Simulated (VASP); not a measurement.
# AlNi in VASP: notebook

Aim: see how the results for AlNi move with the level of theory and the settings. Levels: PBE, PBEsol+D4. Tasks: single point.

Program: VASP 6.6.1. These are calculated values, not measurements. Logs are shortened: lines on timing, memory, paths and dates and some standing lists are left out, and cuts for length are marked.

## Step 1: The cell of the first run

The typed cell holds 2 atoms: a = 2.881 Å, b = 2.881 Å, c = 2.881 Å, α = 90.00°, β = 90.00°, γ = 90.00°.

## Step 2: Single point, PBE, collinear spin, ferromagnetic start (atoms moved at random)

INCAR

```
SYSTEM = AlNi
  PREC = Accurate
  ENCUT = 520
  EDIFF = 1E-6
  ISMEAR = -1
  SIGMA = 0.05
  LREAL = .False.
  LASPH = .True.
  NELM = 150
  ALGO = Normal
  ISIF = 2
  LWAVE = .False.
  LCHARG = .False.
  ISPIN = 2
  MAGMOM = 1 0
  LORBIT = 11
  LMAXMIX = 4
  GGA = PE
  NBANDS = 18
```

KPOINTS

```
Automatic mesh
0
Gamma
  9 9 9
  0 0 0
```

POSCAR

```
AlNi
1.0
    2.8810000000      0.0000000000      0.0000000000
    0.0000000000      2.8810000000      0.0000000000
    0.0000000000      0.0000000000      2.8810000000
Ni Al
1 1
Direct
    0.4989740000      0.4745230000      0.4981530000
    0.0060500000      0.0109750000     -0.0022860000
```

Potentials or basis: VASP PAW PBE potentials, release 64 (Ni, Al).

Started as:

```sh
$ cat potpaw_PBE.64/Ni/POTCAR potpaw_PBE.64/Al/POTCAR > POTCAR
$ mpirun -np 1 vasp_std > vasp.out
```

OUTCAR:

```text
SYSTEM = AlNi
   PREC = Accurate
   ENCUT = 520
   EDIFF = 1E-6
   ISMEAR = -1
   LREAL = .False.
   LASPH = .True.
   NELM = 150
   ISIF = 2
   ISPIN = 2
   LORBIT = 11
   GGA = PE

 ion  position               nearest neighbor table
   1  0.499  0.475  0.498-   2 2.42   2 2.42   2 2.45   2 2.45   2 2.54   2 2.55   2 2.57   2 2.57

   2  0.006  0.011  0.998-   1 2.42   1 2.42   1 2.45   1 2.45   1 2.54   1 2.55   1 2.57   1 2.57

  LATTYP: Found a simple cubic cell.
 ALAT       =     2.8810000000

  Lattice vectors:

 A1 = (   2.8810000000,   0.0000000000,   0.0000000000)
 A2 = (   0.0000000000,   2.8810000000,   0.0000000000)
 A3 = (   0.0000000000,   0.0000000000,   2.8810000000)

Analysis of symmetry for initial positions (statically):
=====================================================================
 Subroutine PRICEL returns:
 Original cell was already a primitive cell.

 Routine SETGRP: Setting up the symmetry group for a
 simple cubic supercell.

 Subroutine GETGRP returns: Found  1 space group operations
 (whereof  1 operations were pure point group operations)
 out of a pool of 48 trial point group operations.

The static configuration has the point symmetry C_1 .

Analysis of symmetry for dynamics (positions and initial velocities):
=====================================================================
 Subroutine PRICEL returns:
 Original cell was already a primitive cell.

 Routine SETGRP: Setting up the symmetry group for a
 simple cubic supercell.

 Subroutine GETGRP returns: Found  1 space group operations
 (whereof  1 operations were pure point group operations)
 out of a pool of 48 trial point group operations.

The dynamic configuration has the point symmetry C_1 .

Analysis of structural, dynamic, and magnetic symmetry:
=====================================================================
 Subroutine PRICEL returns:
 Original cell was already a primitive cell.

 Routine SETGRP: Setting up the symmetry group for a
 simple cubic supercell.

 Subroutine GETGRP returns: Found  1 space group operations
 (whereof  1 operations were pure point group operations)
 out of a pool of 48 trial point group operations.

The overall configuration has the point symmetry C_1 .

 Subroutine INISYM returns: Found  1 space group operations
 (whereof  1 operations are pure point group operations),
 and found     1 'primitive' translations

----------------------------------------------------------------------------------------

                                     Primitive cell

  volume of cell :      23.9128

  direct lattice vectors                    reciprocal lattice vectors
     2.881000000  0.000000000  0.000000000     0.347101701  0.000000000  0.000000000
     0.000000000  2.881000000  0.000000000     0.000000000  0.347101701  0.000000000
     0.000000000  0.000000000  2.881000000     0.000000000  0.000000000  0.347101701

  length of vectors
     2.881000000  2.881000000  2.881000000     0.347101701  0.347101701  0.347101701

  position of ions in fractional coordinates (direct lattice)
     0.498974000  0.474523000  0.498153000
     0.006050000  0.010975000  0.997714000

  ion indices of the primitive-cell ions
   primitive index   ion index
                 1           1
                 2           2

----------------------------------------------------------------------------------------

 KPOINTS: Automatic mesh

Automatic generation of k-mesh.
 Grid dimensions read from file:
 generate k-points for:    9    9    9

 Generating k-lattice:

  Cartesian coordinates                     Fractional coordinates (reciprocal lattice)
     0.038566856  0.000000000  0.000000000     0.111111111  0.000000000  0.000000000
     0.000000000  0.038566856  0.000000000     0.000000000  0.111111111  0.000000000
     0.000000000  0.000000000  0.038566856     0.000000000  0.000000000  0.111111111

  Length of vectors
     0.038566856  0.038566856  0.038566856

  Shift w.r.t. Gamma in fractional coordinates (k-lattice)
     0.000000000  0.000000000  0.000000000

 Subroutine IBZKPT returns following result:
 ===========================================

 Found    365 irreducible k-points:

 Following reciprocal coordinates:
            Coordinates               Weight
  0.000000  0.000000  0.000000      1.000000
  0.111111  0.000000  0.000000      2.000000
  0.000000  0.111111  0.000000      2.000000
  0.000000  0.000000  0.111111      2.000000
  0.222222  0.000000  0.000000      2.000000
  0.000000  0.222222  0.000000      2.000000
[... 16 lines left out ...]
 -0.111111  0.222222  0.000000      2.000000
 -0.222222  0.000000  0.111111      2.000000
 [... further k-points ...]
   k-points           NKPTS =    365   k-points in BZ     NKDIM =    365   number of bands    NBANDS=     18
   number of dos      NEDOS =    301   number of ions     NIONS =      2
   total plane-waves  NPLWV =  13824
   dimension x,y,z NGX =    24 NGY =   24 NGZ =   24
   dimension x,y,z NGXF=    48 NGYF=   48 NGZF=   48
   ions per type =               1   1
   NGX,Y,Z   is equivalent  to a cutoff of  13.85, 13.85, 13.85 a.u.
   NGXF,Y,Z  is equivalent  to a cutoff of  27.70, 27.70, 27.70 a.u.
 SYSTEM =  AlNi
   PREC   = accura    normal or accurate (medium, high low for compatibility)
   ISTART =      0    job   : 0-new  1-cont  2-samecut
   ICHARG =      2    charge: 1-file 2-atom 10-const
   ISPIN  =      2    spin polarized calculation?
   LNONCOLLINEAR =      F non collinear calculations
   LSORBIT =      F    spin-orbit coupling
   LASPH  =      T    aspherical Exc in radial PAW
   ENCUT  =  520.0 eV  38.22 Ry    6.18 a.u.   5.36  5.36  5.36*2*pi/ulx,y,z
   NELM   =    150;   NELMIN=  2; NELMDL= -5     # of ELM steps
   EDIFF  = 0.1E-05   stopping-criterion for ELM
   LREAL  =      F    real-space projection
   EDIFFG = 0.1E-04   stopping-criterion for IOM
   NSW    =      0    number of steps for IOM
   IBRION =     -1    ionic relax: 0-MD 1-quasi-New 2-CG
   NFREE  =      0    steps in history (QN), initial steepest desc. (CG)
   ISIF   =      2    stress and relaxation
   ISYM   =      2    0-nonsym 1-usesym 2-fastsym
   POTIM  = 0.5000    time-step for ionic-motion
   TEBEG  =    0.0;   TEEND  =   0.0 temperature during run
   PSTRESS=    0.0 pullay stress
   NELECT =      13.0000    total number of electrons
   NUPDOWN=      -1.0000    fix difference up-down
   EMIN   =  10.00;   EMAX   =-10.00  energy-range for DOS
   EFERMI =   0.00;   METHOD = LEGACY
   ISMEAR =    -1;   SIGMA  =   0.05  broadening in eV -4-tet -1-fermi 0-gaus
   EFERMI_NEDOS =   21; number of points for ismear=-14 and -15
   IALGO  =     38    algorithm
   IMIX   =      4    mixing-type and parameters
     AMIX     =   0.40;   BMIX     =  1.00
     AMIX_MAG =   1.60;   BMIX_MAG =  1.00
  volume/ion in A,a.u.               =      11.96        80.69
  Fermi-wavevector in a.u.,A,eV,Ry     =   1.336122  2.524904 24.289410  1.785221
  Thomas-Fermi vector in A             =   2.464773
   LORBIT       =     11    0 simple, 1 ext, 2 COOP (PROOUT), +10 PAW based schemes
   GGA     = PE    functional components
   LHFCALC =     F    Hartree Fock is set to
   AEXX    =    0.0000 exact exchange contribution
   IVDW    =     0    specifies the selected vdW correction
   LEPSILON=     F    determine dielectric tensor
   LRPA    =     F    only Hartree local field effects (RPA)
 spin polarized calculation
  energy-cutoff  :      520.00
  volume of cell :       23.91
 maximum number of plane-waves:       656
 NGX is ok and might be reduce to    24
   NGX = 11   NGY = 11   NGZ = 11

 number of electron      13.0000009 magnetization      -0.0006912

 number of electron      13.0000009 magnetization       0.0001355

 Free energy of the ion-electron system (eV)
  ---------------------------------------------------
  ext. energy  EPLUGINS =         0.00000000
  ---------------------------------------------------
  free energy    TOTEN  =       -10.50167703 eV

  energy without entropy =      -10.49508125  energy(sigma->0) =      -10.49837914

 E-fermi :  10.0204     XC(G=0): -12.0460

 val. band max:        9.9637192101   @ k =   0.3333   0.0000   0.3333
 cond. band min:      10.0631817222   @ k =   0.1111   0.1111   0.3333
 fundamental gap:      0.0994625120
 Fermi energy:        10.0204175886

 spin component 1

 k-point     1 :       0.0000    0.0000    0.0000
  band No.  band energies     occupation
      1      -1.1108      1.00000
      2       6.7696      1.00000
      3       6.7803      1.00000
      4       8.4519      1.00000
      5       8.4632      1.00000
      6       8.4638      1.00000
[... 10 lines left out ...]
     17      33.4844      0.00000
     18      33.4866      0.00000

 k-point     2 :       0.1111    0.0000    0.0000
  band No.  band energies     occupation
      1      -0.8837      1.00000
      2       6.7494      1.00000
      3       6.8298      1.00000
      4       8.3569      1.00000
      5       8.3691      1.00000
      6       8.4736      1.00000
[... 10 lines left out ...]
     17      32.6232      0.00000
     18      34.3124      0.00000

 k-point     3 :       0.0000    0.1111    0.0000
  band No.  band energies     occupation
      1      -0.8840      1.00000
      2       6.7569      1.00000
      3       6.8215      1.00000
      4       8.3682      1.00000
      5       8.3688      1.00000
      6       8.4631      1.00000
[... 412 lines left out ...]
 k-point    23 :      -0.1111    0.2222    0.0000
  band No.  band energies     occupation
      1       0.0089      1.00000
      2       6.6107      1.00000
      3       6.9542      1.00000
      4       8.0271      1.00000
      5       8.1587      1.00000
      6       8.4037      1.00000
[... 10 lines left out ...]
     17      31.4603      0.00000
     18      34.2743      0.00000

 k-point    24 :      -0.2222    0.0000    0.1111
  band No.  band energies     occupation
      1       0.0100      1.00000
      2       6.6058      1.00000
      3       6.9627      1.00000
      4       8.0112      1.00000
      5       8.1606      1.00000
      6       8.4148      1.00000
[... 10 lines left out ...]
     17      31.4343      0.00000
     18      34.2376      0.00000

 [... further k-points ...]

 spin component 2

 k-point     1 :       0.0000    0.0000    0.0000
  band No.  band energies     occupation
      1      -1.1108      1.00000
      2       6.7695      1.00000
      3       6.7802      1.00000
      4       8.4518      1.00000
      5       8.4631      1.00000
      6       8.4637      1.00000
[... 10 lines left out ...]
     17      33.4844      0.00000
     18      33.4866      0.00000

 k-point     2 :       0.1111    0.0000    0.0000
  band No.  band energies     occupation
      1      -0.8838      1.00000
      2       6.7494      1.00000
      3       6.8297      1.00000
      4       8.3568      1.00000
      5       8.3690      1.00000
      6       8.4735      1.00000
[... 10 lines left out ...]
     17      32.6231      0.00000
     18      34.3137      0.00000

 k-point     3 :       0.0000    0.1111    0.0000
  band No.  band energies     occupation
      1      -0.8840      1.00000
      2       6.7568      1.00000
      3       6.8215      1.00000
      4       8.3681      1.00000
      5       8.3687      1.00000
      6       8.4630      1.00000
[... 412 lines left out ...]
 k-point    23 :      -0.1111    0.2222    0.0000
  band No.  band energies     occupation
      1       0.0088      1.00000
      2       6.6106      1.00000
      3       6.9541      1.00000
      4       8.0269      1.00000
      5       8.1586      1.00000
      6       8.4035      1.00000
[... 10 lines left out ...]
     17      31.4603      0.00000
     18      34.2743      0.00000

 k-point    24 :      -0.2222    0.0000    0.1111
  band No.  band energies     occupation
      1       0.0099      1.00000
      2       6.6057      1.00000
      3       6.9626      1.00000
      4       8.0111      1.00000
      5       8.1605      1.00000
      6       8.4147      1.00000
[... 10 lines left out ...]
     17      31.4342      0.00000
     18      34.2376      0.00000

 [... further k-points ...]

------------------------ aborting loop because EDIFF is reached ----------------------------------------

  FORCE on cell =-STRESS in cart. coord.  units (eV):
  Direction    XX          YY          ZZ          XY          YZ          ZX
  --------------------------------------------------------------------------------------
  -------------------------------------------------------------------------------------
  Total        0.4357627      0.3477930      0.4394154      0.0458587     -0.0028027     -0.0005648
  in kB       29.1965013     23.3024501     29.4412361      3.0725769     -0.1877841     -0.0378442
  external PRESSURE =      27.3133959 kB  Pullay stress =       0.0000000 kB

 VOLUME and BASIS-vectors are now :
 -----------------------------------------------------------------------------
  energy-cutoff  :      520.00
  volume of cell :       23.91
      direct lattice vectors                 reciprocal lattice vectors
     2.881000000  0.000000000  0.000000000     0.347101701  0.000000000  0.000000000
     0.000000000  2.881000000  0.000000000     0.000000000  0.347101701  0.000000000
     0.000000000  0.000000000  2.881000000     0.000000000  0.000000000  0.347101701

 POSITION                                       TOTAL-FORCE (eV/Angst)
 -----------------------------------------------------------------------------------
      1.43754      1.36710      1.43518         0.126127      0.627201     -0.007753
      0.01743      0.03162      2.87441        -0.126127     -0.627201      0.007753
 -----------------------------------------------------------------------------------
    total drift:                                0.000114      0.000507      0.000157

  FREE ENERGIE OF THE ION-ELECTRON SYSTEM (eV)
  ---------------------------------------------------
  free  energy   TOTEN  =       -10.5016770326 eV

  energy  without entropy=      -10.4950812518  energy(sigma->0) =      -10.49837914

 total charge

# of ion       s       p       d       tot
------------------------------------------
    1        0.477   0.520   8.474   9.470
    2        0.386   0.414   0.000   0.800
--------------------------------------------------
tot          0.863   0.934   8.474  10.270

 magnetization (x)

# of ion       s       p       d       tot
------------------------------------------
    1       -0.000  -0.000  -0.000  -0.000
    2        0.000   0.000   0.000   0.000
--------------------------------------------------
tot          0.000   0.000  -0.000  -0.000
```

Run time: 4.3 min. Hardware: 1 thread of Intel Xeon 8259CL, shared host; peak memory 0.34 GiB.

Results:

```
Free energy                                           : -10.5017 eV
Pressure                                              : 2.7 GPa
Largest force                                         : 0.640 eV/Å
Net moment                                            : 0.00 μB per cell
Valence electrons inside the program's atomic spheres : Ni 9.47; Al 0.80
```

Forces in eV/Å, atoms in the order of the input:
```
Ni   0.126  0.627 -0.008
Al  -0.126 -0.627  0.008
```

Stress tensor (GPa, compression positive):
```
 2.92  0.31  0.00
 0.31  2.33 -0.02
 0.00 -0.02  2.94
```

Levels at points of the mesh, in eV from the Fermi level:
Spin up:
```csv
k point,band 5,band 6,band 7,band 8,band 9,band 10
"(0.00, 0.00, 0.00)",-1.56,-1.56,5.51,5.51,5.52,8.14
```
Spin down:
```tsv
k point	band 5	band 6	band 7	band 8	band 9	band 10
(0.00, 0.00, 0.00)	-1.56	-1.56	5.51	5.51	5.52	8.14
```

Caveat: the cell differs from its parent crystal (atoms moved at random).

## Step 3: Single point, PBEsol+D4, collinear spin, ferromagnetic start

This run uses another cell than the first one, of 11.51 Å³/atom.

INCAR

```
ALGO = Fast ; EDIFF = 1E-7
ENCUT = 520 ; GGA = PS
ISIF = 2 ; ISMEAR = -1
ISPIN = 2 ; IVDW = 13
LASPH = T ; LCHARG = T
LELF = T ; LMAXMIX = 4
LORBIT = 11 ; LREAL = F
LVHAR = T ; LWAVE = F
MAGMOM = 1 0 ; NBANDS = 18
NELM = 150 ; PREC = Accurate
SIGMA = 0.05
```

KPOINTS

```
k-points
0
Gamma
  9 9 9
```

POSCAR

```
AlNi
1.0
    2.8443467309      0.0000000000      0.0000000000
    0.0000000000      2.8443467309      0.0000000000
    0.0000000000      0.0000000000      2.8443467309
Ni Al
1 1
Direct
    0.5000000000      0.5000000000      0.5000000000
    0.0000000000      0.0000000000      0.0000000000
```

Potentials or basis: VASP PAW PBE potentials, release 64 (Ni, Al).

Started as:

```sh
$ cat potpaw_PBE.64/Ni/POTCAR potpaw_PBE.64/Al/POTCAR > POTCAR
$ mpirun -np 1 vasp_std > vasp.out
```

Run time: 54 s. Hardware: 1 thread of Intel Xeon 8259CL, shared host; peak memory 0.16 GiB.

It converged, with:

```
Free energy                                           : -12.1088 eV
Pressure                                              : 0.2 GPa
Net moment                                            : 0.00 μB per cell
Valence electrons inside the program's atomic spheres : Ni 9.55; Al 0.82
Dispersion energy per atom                            : -0.264 eV
```

Levels at points of the mesh, in eV from the Fermi level:
Spin up:
| k point | band 3 | band 4 | band 5 | band 6 | band 7 | band 8 | band 9 | band 10 |
| --- | --- | --- | --- | --- | --- | --- | --- | --- |
| (0.00, 0.00, 0.00) | -3.45 | -1.65 | -1.65 | -1.65 | 5.65 | 5.65 | 5.65 | 8.25 |
Spin down:
```csv
k point,band 4,band 5,band 6,band 7,band 8,band 9
"(0.00, 0.00, 0.00)",-1.65,-1.65,-1.65,5.65,5.65,5.65
```

Caveat: the PAW data sets were made with another functional, which shifts forces and pressure a little.
